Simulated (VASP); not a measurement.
# LiF in VASP: further runs

The runs below take LiF through single point, with r2SCAN.

All numbers are computed with VASP 6.6.1; they aren't measurements. Logs are shortened: lines on timing, memory, paths and dates and some standing lists are left out, and cuts for length are marked.

### Step 1. The cell of the first run

The structure is cubic, space group Pm-3m (No. 221). The conventional cell has a = 2.662 Å, b = 2.662 Å, c = 2.662 Å, α = 90.00°, β = 90.00°, γ = 90.00°. Li (site symmetry m-3m) has 8 F at 2.31 Å and 6 Li at 2.66 Å within 3.0 Å. F (site symmetry m-3m) has 8 Li at 2.31 Å and 6 F at 2.66 Å within 3.0 Å.

### Step 2. Single point, r2SCAN (strain +0.040 along x and y, +0.040 along z)

File POSCAR:

```
LiF
1.0
    2.6619143200      0.0000000000      0.0000000000
    0.0000000000      2.6619143200      0.0000000000
    0.0000000000      0.0000000000      2.6619143200
Li F
1 1
Direct
    0.0000000000      0.0000000000      0.0000000000
    0.5000000000      0.5000000000      0.5000000000
```

File INCAR.step1:

```
SYSTEM = LiF
ALGO = Normal
EDIFF = 1E-5
ENCUT = 1490
GGA = PE
GGA_COMPAT = .FALSE.
ISMEAR = 0
LASPH = .TRUE.
LCHARG = .FALSE.
LREAL = .FALSE.
LWAVE = .TRUE.
NBANDS = 12
NELM = 120
PREC = Accurate
SIGMA = 0.05
```

File INCAR.step2:

```
SYSTEM = LiF
ALGO = Normal
EDIFF = 1E-6
ENCUT = 1490
GGA_COMPAT = .FALSE.
ISIF = 2
ISMEAR = 0
ISTART = 1
LASPH = .TRUE.
LCHARG = .FALSE.
LMIXTAU = .TRUE.
LREAL = .FALSE.
LWAVE = .FALSE.
METAGGA = R2SCAN
NBANDS = 12
NELM = 120
PREC = Accurate
SIGMA = 0.05
```

File KPOINTS:

```
k-points
0
G
  10 10 10
  0 0 0
```

Potentials or basis: VASP PAW PBE potentials, release 64 (Li_sv, F_h).

Started as:

```bash
$ cat potpaw_PBE.64/Li_sv/POTCAR potpaw_PBE.64/F_h/POTCAR > POTCAR
$ cp INCAR.step1 INCAR
$ mpirun -np 1 vasp_std > vasp.out
$ cp INCAR.step2 INCAR
$ mpirun -np 1 vasp_std > vasp.out
```

OUTCAR:

```text
SYSTEM = LiF
   EDIFF = 1E-6
   ENCUT = 1490
   ISIF = 2
   ISMEAR = 0
   ISTART = 1
   LASPH = .TRUE.
   LREAL = .FALSE.
   METAGGA = R2SCAN
   NELM = 120
   PREC = Accurate

 ion  position               nearest neighbor table
   1  0.000  0.000  0.000-
   2  0.500  0.500  0.500-

  LATTYP: Found a simple cubic cell.
 ALAT       =     2.6619143200

  Lattice vectors:

 A1 = (   2.6619143200,   0.0000000000,   0.0000000000)
 A2 = (   0.0000000000,   2.6619143200,   0.0000000000)
 A3 = (   0.0000000000,   0.0000000000,   2.6619143200)

Analysis of symmetry for initial positions (statically):
=====================================================================
 Subroutine PRICEL returns:
 Original cell was already a primitive cell.

 Routine SETGRP: Setting up the symmetry group for a
 simple cubic supercell.

 Subroutine GETGRP returns: Found 48 space group operations
 (whereof 48 operations were pure point group operations)
 out of a pool of 48 trial point group operations.

The static configuration has the point symmetry O_h .

Analysis of symmetry for dynamics (positions and initial velocities):
=====================================================================
 Subroutine PRICEL returns:
 Original cell was already a primitive cell.

 Routine SETGRP: Setting up the symmetry group for a
 simple cubic supercell.

 Subroutine GETGRP returns: Found 48 space group operations
 (whereof 48 operations were pure point group operations)
 out of a pool of 48 trial point group operations.

The dynamic configuration has the point symmetry O_h .

 Subroutine INISYM returns: Found 48 space group operations
 (whereof 48 operations are pure point group operations),
 and found     1 'primitive' translations

----------------------------------------------------------------------------------------

                                     Primitive cell

  volume of cell :      18.8618

  direct lattice vectors                    reciprocal lattice vectors
     2.661914320  0.000000000  0.000000000     0.375669492  0.000000000  0.000000000
     0.000000000  2.661914320  0.000000000     0.000000000  0.375669492  0.000000000
     0.000000000  0.000000000  2.661914320     0.000000000  0.000000000  0.375669492

  length of vectors
     2.661914320  2.661914320  2.661914320     0.375669492  0.375669492  0.375669492

  position of ions in fractional coordinates (direct lattice)
     0.000000000  0.000000000  0.000000000
[... 81 lines left out ...]
   NSW    =      0    number of steps for IOM
   IBRION =     -1    ionic relax: 0-MD 1-quasi-New 2-CG
   NFREE  =      0    steps in history (QN), initial steepest desc. (CG)
   ISIF   =      2    stress and relaxation
   ISYM   =      2    0-nonsym 1-usesym 2-fastsym
   POTIM  = 0.5000    time-step for ionic-motion
   TEBEG  =    0.0;   TEEND  =   0.0 temperature during run
   PSTRESS=    0.0 pullay stress
   NELECT =      10.0000    total number of electrons
   NUPDOWN=      -1.0000    fix difference up-down
   EMIN   =  10.00;   EMAX   =-10.00  energy-range for DOS
   EFERMI =   0.00;   METHOD = LEGACY
   ISMEAR =     0;   SIGMA  =   0.05  broadening in eV -4-tet -1-fermi 0-gaus
   EFERMI_NEDOS =   21; number of points for ismear=-14 and -15
   IALGO  =     38    algorithm
   IMIX   =      4    mixing-type and parameters
     AMIX     =   0.40;   BMIX     =  1.00
     AMIX_MAG =   1.60;   BMIX_MAG =  1.00
  volume/ion in A,a.u.               =       9.43        63.64
  Fermi-wavevector in a.u.,A,eV,Ry     =   1.324995  2.503877 23.886532  1.755611
  Thomas-Fermi vector in A             =   2.454488
   LORBIT       =      0    0 simple, 1 ext, 2 COOP (PROOUT), +10 PAW based schemes
   METAGGA = R2SCAN    functional components
   LHFCALC =     F    Hartree Fock is set to
   AEXX    =    0.0000 exact exchange contribution
   IVDW    =     0    specifies the selected vdW correction
   LEPSILON=     F    determine dielectric tensor
   LRPA    =     F    only Hartree local field effects (RPA)
 non-spin polarized calculation
 Gauss-broadening in eV      SIGMA  =   0.05
  energy-cutoff  :     1490.00
  volume of cell :       18.86
 maximum number of plane-waves:      2517
 NGX is ok and might be reduce to    36
   NGX = 17   NGY = 17   NGZ = 17

 number of electron      10.0000002 magnetization

 Free energy of the ion-electron system (eV)
  ---------------------------------------------------
  ext. energy  EPLUGINS =         0.00000000
  ---------------------------------------------------
  free energy    TOTEN  =       -11.17268919 eV

  energy without entropy =      -11.17268919  energy(sigma->0) =      -11.17268919

 E-fermi :  -0.4455     XC(G=0):  -9.8545

 val. band max:       -0.7908803832   @ k =   0.5000   0.5000   0.0000
 cond. band min:       6.9302167287   @ k =   0.0000   0.0000   0.0000
 fundamental gap:      7.7210971119
 Fermi energy:        -0.4455296970

 k-point     1 :       0.0000    0.0000    0.0000
  band No.  band energies     occupation
      1     -44.9875      2.00000
      2     -22.2732      2.00000
      3      -1.3606      2.00000
      4      -1.3606      2.00000
      5      -1.3606      2.00000
      6       6.9302      0.00000
      7      18.3684      0.00000
      8      18.3684      0.00000
      9      20.4497      0.00000
     10      20.4497      0.00000
     11      20.4497      0.00000
     12      36.7534      0.00000
[... 331 lines left out ...]
 k-point    24 :       0.3000    0.1000    0.1000
  band No.  band energies     occupation
      1     -44.9649      2.00000
      2     -21.9771      2.00000
      3      -3.0841      2.00000
      4      -1.4690      2.00000
      5      -1.3446      2.00000
      6       8.8515      0.00000
      7      14.1159      0.00000
      8      17.2842      0.00000
      9      20.2580      0.00000
     10      23.3126      0.00000
     11      28.4566      0.00000
     12      28.9484      0.00000

 [... further k-points ...]
[... 5 lines left out ...]
  --------------------------------------------------------------------------------------
  -------------------------------------------------------------------------------------
  Total       -1.1912340     -1.1912340     -1.1912340      0.0000000      0.0000000      0.0000000
  in kB     -101.1871651   -101.1871651   -101.1871651      0.0000000      0.0000000      0.0000000
  external PRESSURE =    -101.1871651 kB  Pullay stress =       0.0000000 kB

 VOLUME and BASIS-vectors are now :
 -----------------------------------------------------------------------------
  energy-cutoff  :     1490.00
  volume of cell :       18.86
      direct lattice vectors                 reciprocal lattice vectors
     2.661914320  0.000000000  0.000000000     0.375669492  0.000000000  0.000000000
     0.000000000  2.661914320  0.000000000     0.000000000  0.375669492  0.000000000
     0.000000000  0.000000000  2.661914320     0.000000000  0.000000000  0.375669492

 POSITION                                       TOTAL-FORCE (eV/Angst)
 -----------------------------------------------------------------------------------
      0.00000      0.00000      0.00000         0.000000      0.000000      0.000000
      1.33096      1.33096      1.33096         0.000000      0.000000      0.000000
 -----------------------------------------------------------------------------------
    total drift:                                0.000000      0.000000      0.000000

  FREE ENERGIE OF THE ION-ELECTRON SYSTEM (eV)
  ---------------------------------------------------
  free  energy   TOTEN  =       -11.1726891856 eV

  energy  without entropy=      -11.1726891856  energy(sigma->0) =      -11.17268919
```

OUTCAR.step1:

```text
SYSTEM = LiF
   EDIFF = 1E-5
   ENCUT = 1490
   GGA = PE
   ISMEAR = 0
   LASPH = .TRUE.
   LREAL = .FALSE.
[... 581 lines left out ...]
      0.00000      0.00000      0.00000         0.000000      0.000000      0.000000
      1.33096      1.33096      1.33096         0.000000      0.000000      0.000000
 -----------------------------------------------------------------------------------
    total drift:                                0.000000      0.000000      0.000000

  FREE ENERGIE OF THE ION-ELECTRON SYSTEM (eV)
  ---------------------------------------------------
  free  energy   TOTEN  =        -9.0076323963 eV

  energy  without entropy=       -9.0076323963  energy(sigma->0) =       -9.00763240
```

OSZICAR.step1:

```text
N       E                     dE             d eps       ncg     rms          rms(c)
DAV:   1     0.880167536010E+02    0.88017E+02   -0.94233E+03  1344   0.183E+03
DAV:   2    -0.349156236500E+01   -0.91508E+02   -0.83972E+02  1812   0.290E+02
DAV:   3    -0.950904313859E+01   -0.60175E+01   -0.59933E+01  1744   0.733E+01
DAV:   4    -0.956788716555E+01   -0.58844E-01   -0.58830E-01  1568   0.769E+00
DAV:   5    -0.956859532949E+01   -0.70816E-03   -0.70816E-03  1696   0.703E-01    0.466E+00
DAV:   6    -0.902418102392E+01    0.54441E+00   -0.27297E+00  1440   0.102E+01    0.174E+00
DAV:   7    -0.901182144159E+01    0.12360E-01   -0.20545E-02  1552   0.218E+00    0.988E-01
DAV:   8    -0.900743561811E+01    0.43858E-02   -0.22768E-02  1744   0.196E+00    0.177E-01
DAV:   9    -0.900753315287E+01   -0.97535E-04   -0.12963E-03  1608   0.453E-01    0.595E-02
DAV:  10    -0.900763193734E+01   -0.98784E-04   -0.23006E-04  1472   0.141E-01    0.745E-03
DAV:  11    -0.900763239626E+01   -0.45892E-06   -0.21879E-06  1588   0.162E-02
   1 F= -.90076324E+01 E0= -.90076324E+01  d E =-.289222E-27
```

It took 3 min on 1 thread of Intel Xeon Platinum 8259CL at 2.50GHz (Skylake/Cascade Lake), shared host; peak memory 0.24 GiB.

Results:

```
Free energy            : -11.1727 eV
Pressure               : -10.1 GPa
Band gap on the k mesh : 7.72 eV (least direct gap 8.29 eV)
```

Levels at points of the mesh, in eV from the valence-band top:
| k point | band 1 | band 2 | band 3 | band 4 | band 5 | band 6 | band 7 | band 8 | band 9 | band 10 |
| --- | --- | --- | --- | --- | --- | --- | --- | --- | --- | --- |
| (0.00, 0.00, 0.00) | -44.20 | -21.48 | -0.57 | -0.57 | -0.57 | 7.72 | 19.16 | 19.16 | 21.24 | 21.24 |
| (0.50, 0.00, 0.00) | -44.17 | -21.13 | -3.14 | -0.24 | -0.24 | 9.54 | 14.06 | 20.78 | 20.78 | 24.51 |
| (0.50, 0.50, 0.00) | -44.15 | -20.74 | -2.75 | -2.75 | 0.00 | 13.84 | 13.92 | 13.92 | 19.32 | 24.39 |
| (0.50, 0.50, 0.50) | -44.12 | -20.42 | -1.93 | -1.93 | -1.93 | 11.84 | 11.84 | 11.84 | 23.84 | 23.84 |

Caveat: the cell differs from its parent crystal (strain +0.040 along x and y, +0.040 along z); the cell stands under tension; the PAW data sets were made with another functional, which shifts forces and pressure a little.

### Step 3. Single point, r2SCAN (strain +0.000 along x and y, -0.040 along z)

File POSCAR:

```
LiF
1.0
    2.5595330000      0.0000000000      0.0000000000
    0.0000000000      2.5595330000      0.0000000000
    0.0000000000      0.0000000000      2.4571516800
Li F
1 1
Direct
    0.0000000000      0.0000000000      0.0000000000
    0.5000000000      0.5000000000      0.5000000000
```

File INCAR.step1:

```
SYSTEM = LiF
PREC = Accurate
ENCUT = 1490
ISMEAR = 0
SIGMA = 0.05
LREAL = .False.
LASPH = .True.
NELM = 120
NBANDS = 12
GGA = PE
ALGO = Normal
EDIFF = 1E-5
LWAVE = .True.
LCHARG = .False.
GGA_COMPAT = .False.
```

File INCAR.step2:

```
SYSTEM = LiF
PREC = Accurate
ENCUT = 1490
EDIFF = 1E-6
ISMEAR = 0
SIGMA = 0.05
LREAL = .False.
LASPH = .True.
NELM = 120
ALGO = Normal
ISIF = 2
LWAVE = .False.
LCHARG = .False.
METAGGA = R2SCAN
LMIXTAU = .True.
NBANDS = 12
ISTART = 1
GGA_COMPAT = .False.
```

File KPOINTS:

```
regular mesh
0
Gamma
  10 10 10
  0 0 0
```

Potentials or basis: VASP PAW PBE potentials, release 64 (Li_sv, F_h).

Started as:

```bash
$ cat potpaw_PBE.64/Li_sv/POTCAR potpaw_PBE.64/F_h/POTCAR > POTCAR
$ cp INCAR.step1 INCAR
$ mpirun -np 1 vasp_std > vasp.out
$ cp INCAR.step2 INCAR
$ mpirun -np 1 vasp_std > vasp.out
```

OUTCAR:

```text
SYSTEM = LiF
   PREC = Accurate
   ENCUT = 1490
   EDIFF = 1E-6
   ISMEAR = 0
   LREAL = .False.
   LASPH = .True.
   NELM = 120
   ISIF = 2
   METAGGA = R2SCAN
   ISTART = 1

 ion  position               nearest neighbor table
   1  0.000  0.000  0.000-
   2  0.500  0.500  0.500-

  LATTYP: Found a simple tetragonal cell.
 ALAT       =     2.5595330000
 C/A-ratio  =     0.9600000000

  Lattice vectors:

 A1 = (   2.5595330000,   0.0000000000,   0.0000000000)
 A2 = (   0.0000000000,   2.5595330000,   0.0000000000)
 A3 = (   0.0000000000,   0.0000000000,   2.4571516800)

Analysis of symmetry for initial positions (statically):
=====================================================================
 Subroutine PRICEL returns:
 Original cell was already a primitive cell.

 Routine SETGRP: Setting up the symmetry group for a
 simple tetragonal supercell.

 Subroutine GETGRP returns: Found 16 space group operations
 (whereof 16 operations were pure point group operations)
 out of a pool of 16 trial point group operations.

The static configuration has the point symmetry D_4h.

[... 164 lines left out ...]
 fundamental gap:      8.7832303875
 Fermi energy:         0.8326216472

 k-point     1 :       0.0000    0.0000    0.0000
  band No.  band energies     occupation
      1     -43.6675      2.00000
      2     -21.7834      2.00000
      3      -0.5494      2.00000
      4      -0.5494      2.00000
      5      -0.0808      2.00000
      6       9.3162      0.00000
      7      19.9887      0.00000
      8      21.1087      0.00000
      9      23.0894      0.00000
     10      23.0894      0.00000
     11      24.3998      0.00000
     12      39.6791      0.00000
[... 331 lines left out ...]
 k-point    24 :       0.2000    0.0000    0.1000
  band No.  band energies     occupation
      1     -43.6459      2.00000
      2     -21.5837      2.00000
      3      -1.6687      2.00000
      4      -0.3679      2.00000
      5      -0.3597      2.00000
      6      10.3449      0.00000
      7      17.5315      0.00000
      8      20.4468      0.00000
      9      22.8045      0.00000
     10      25.4746      0.00000
     11      28.8847      0.00000
     12      34.3003      0.00000

 [... further k-points ...]
[... 5 lines left out ...]
  --------------------------------------------------------------------------------------
  -------------------------------------------------------------------------------------
  Total       -0.6132527     -0.6132527      0.6766733      0.0000000      0.0000000      0.0000000
  in kB      -61.0374785    -61.0374785     67.3497789      0.0000000      0.0000000      0.0000000
  external PRESSURE =     -18.2417260 kB  Pullay stress =       0.0000000 kB

 VOLUME and BASIS-vectors are now :
 -----------------------------------------------------------------------------
  energy-cutoff  :     1490.00
  volume of cell :       16.10
      direct lattice vectors                 reciprocal lattice vectors
     2.559533000  0.000000000  0.000000000     0.390696272  0.000000000  0.000000000
     0.000000000  2.559533000  0.000000000     0.000000000  0.390696272  0.000000000
     0.000000000  0.000000000  2.457151680     0.000000000  0.000000000  0.406975283

 POSITION                                       TOTAL-FORCE (eV/Angst)
 -----------------------------------------------------------------------------------
      0.00000      0.00000      0.00000         0.000000      0.000000      0.000000
      1.27977      1.27977      1.22858         0.000000      0.000000      0.000000
 -----------------------------------------------------------------------------------
    total drift:                                0.000000     -0.000000     -0.000000

  FREE ENERGIE OF THE ION-ELECTRON SYSTEM (eV)
  ---------------------------------------------------
  free  energy   TOTEN  =       -11.2679794515 eV

  energy  without entropy=      -11.2679794515  energy(sigma->0) =      -11.26797945
```

OSZICAR.step1:

```text
N       E                     dE             d eps       ncg     rms          rms(c)
DAV:   1     0.896545772241E+02    0.89655E+02   -0.98068E+03  3024   0.188E+03
DAV:   2    -0.387086749516E+01   -0.93525E+02   -0.85359E+02  3988   0.312E+02
DAV:   3    -0.952443665144E+01   -0.56536E+01   -0.56298E+01  3928   0.731E+01
DAV:   4    -0.956770697683E+01   -0.43270E-01   -0.43258E-01  3608   0.684E+00
DAV:   5    -0.956820983590E+01   -0.50286E-03   -0.50285E-03  3720   0.616E-01    0.457E+00
DAV:   6    -0.904683244775E+01    0.52138E+00   -0.23707E+00  3284   0.996E+00    0.156E+00
DAV:   7    -0.903501682657E+01    0.11816E-01   -0.20375E-02  3788   0.204E+00    0.934E-01
DAV:   8    -0.903064602908E+01    0.43708E-02   -0.17930E-02  4048   0.178E+00    0.149E-01
DAV:   9    -0.903071833121E+01   -0.72302E-04   -0.89145E-04  3656   0.363E-01    0.527E-02
DAV:  10    -0.903078169332E+01   -0.63362E-04   -0.15992E-04  3348   0.122E-01    0.481E-03
DAV:  11    -0.903078188507E+01   -0.19176E-06   -0.12897E-06  3096   0.128E-02
   1 F= -.90307819E+01 E0= -.90307819E+01  d E =-.105971E-26
```

It took 2.2 min on 1 thread of Intel Xeon Platinum 8375C at 2.90GHz (Ice Lake), shared host; peak memory 0.25 GiB.

Results:

- Free energy: -11.2680 eV
- Pressure: -1.8 GPa
- Band gap on the k mesh: 8.78 eV (least direct gap 9.40 eV)

Stress tensor (GPa, compression positive):
```
-6.10  0.00  0.00
 0.00 -6.10  0.00
 0.00  0.00  6.73
```

Levels at points of the mesh, in eV from the valence-band top:
```
           k point  band 1  band 2  band 3  band 4  band 5  band 6  band 7  band 8  band 9  band 10
(0.00, 0.00, 0.00)  -44.20  -22.32   -1.08   -1.08   -0.61    8.78   19.46   20.58   22.56    22.56
(0.50, 0.00, 0.00)  -44.15  -21.88   -4.05   -0.67   -0.26   10.25   15.43   21.40   23.14    25.92
(0.50, 0.50, 0.00)  -44.12  -21.35   -3.72   -3.72    0.00   14.48   15.00   15.00   21.37    27.14
(0.00, 0.00, 0.50)  -44.14  -21.72   -4.07   -0.58   -0.58    9.97   16.00   21.91   21.91    25.50
(0.50, 0.00, 0.50)  -44.10  -21.21   -3.70   -3.54   -0.29   14.65   14.79   15.33   20.59    26.04
(0.50, 0.50, 0.50)  -44.07  -20.78   -2.75   -2.57   -2.57   11.88   12.23   12.23   25.67    25.67
```

Caveat: the cell differs from its parent crystal (strain +0.000 along x and y, -0.040 along z); the stress differs along the axes, from -6 to 7 GPa; the PAW data sets were made with another functional, which shifts forces and pressure a little.
